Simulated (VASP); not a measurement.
Write the native input for VASP 6.6.1 that does the following.

```yaml
Task: single point
Functional: PBE
Potentials_or_basis: VASP PAW PBE potentials, release 64 (Fe)
Cutoff: 600 eV
k_mesh: 5 × 5 × 5
Occupations: gaussian, width 0.1 eV
Spin: non-collinear spin, typed start, spin-orbit coupling
Starting_moments: "[[0.0, 0.0, 2.2]] μB"
Dipole_correction: no
Further_INCAR_settings: ALGO = Normal; EDIFF = 1e-06; NBANDS = 19
```

The structure of Fe lies in POSCAR:

```
Fe
1.0
   -1.4615000000      1.4615000000      1.4615000000
    1.4615000000     -1.4615000000      1.4615000000
    1.4615000000      1.4615000000     -1.4615000000
Fe
1
Direct
    0.0000000000      0.0000000000      0.0000000000
```

The input as run:

INCAR

```
SYSTEM = Fe
PREC = Accurate ; ENCUT = 600
EDIFF = 1E-6 ; ISMEAR = 0
SIGMA = 0.1 ; LREAL = .FALSE.
LASPH = .TRUE. ; NELM = 200
ALGO = Normal ; ISIF = 2
LWAVE = .FALSE. ; LCHARG = .FALSE.
MAGMOM = 0 0 2.2 ; LORBIT = 11
LSORBIT = .TRUE. ; GGA_COMPAT = .FALSE.
LORBMOM = .TRUE. ; LMAXMIX = 4
GGA = PE ; NBANDS = 19
```

KPOINTS

```
regular mesh
0
G
  5 5 5
  0 0 0
```

Potentials or basis: VASP PAW PBE potentials, release 64 (Fe).

Command:

```sh
$ cat potpaw_PBE.64/Fe/POTCAR > POTCAR
$ mpirun -np 1 vasp_ncl > vasp.out
```

Results of the run:

```
Pressure                                              : -11.4 GPa
Net moment                                            : 2.45 μB per cell
Valence electrons inside the program's atomic spheres : Fe 7.09
```

Caveat: the k points lie up to 0.61 Å⁻¹ apart.

It took 31 s on 1 thread of Intel(R) Xeon(R) 6975P-C (Granite Rapids), on a shared host, peak memory 0.16 GiB.
